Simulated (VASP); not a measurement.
A run of VASP 6.6.1 is set up as follows.

Contents of INCAR:

```
SYSTEM = Ni
PREC = Accurate
ENCUT = 600
EDIFF = 1E-6
ISMEAR = 1
SIGMA = 0.1
LREAL = .False.
LASPH = .True.
NELM = 150
ALGO = Fast
ISIF = 3
LWAVE = .False.
LCHARG = .False.
ISPIN = 2
MAGMOM = 0.65
LORBIT = 11
LMAXMIX = 4
GGA = CA
IBRION = 2
NSW = 80
EDIFFG = -0.005
```

KPOINTS

```
Automatic mesh
0
Gamma
  18 18 18
  0 0 0
```

POSCAR

```
Ni
1.0
    0.0000000000      1.7600000000      1.7600000000
    1.7600000000      0.0000000000      1.7600000000
    1.7600000000      1.7600000000      0.0000000000
Ni
1
Direct
    0.0000000000      0.0000000000      0.0000000000
```

Potentials or basis: VASP PAW LDA potentials, release 64 (Ni).

Launch:

```bash
$ cat potpaw_LDA.64/Ni/POTCAR > POTCAR
$ mpirun -np 1 vasp_std > vasp.out
```

Q: Estimate the relaxed volume.

A: 10.02 Å³/atom.

Q: Predict the net moment.

A: 0.60 μB per cell.

Q: Predict the space group after relaxing (to 0.1 Å).

A: Fm-3m (No. 225).

Q: Estimate the site moments.

A: Ni +0.60 μB.

Final structure:
```xyz
1
Lattice="0.0000 1.7112 1.7112 1.7112 0.0000 1.7112 1.7112 1.7112 0.0000" Properties=species:S:1:pos:R:3 pbc="T T T"
Ni    0.0000    0.0000    0.0000
```
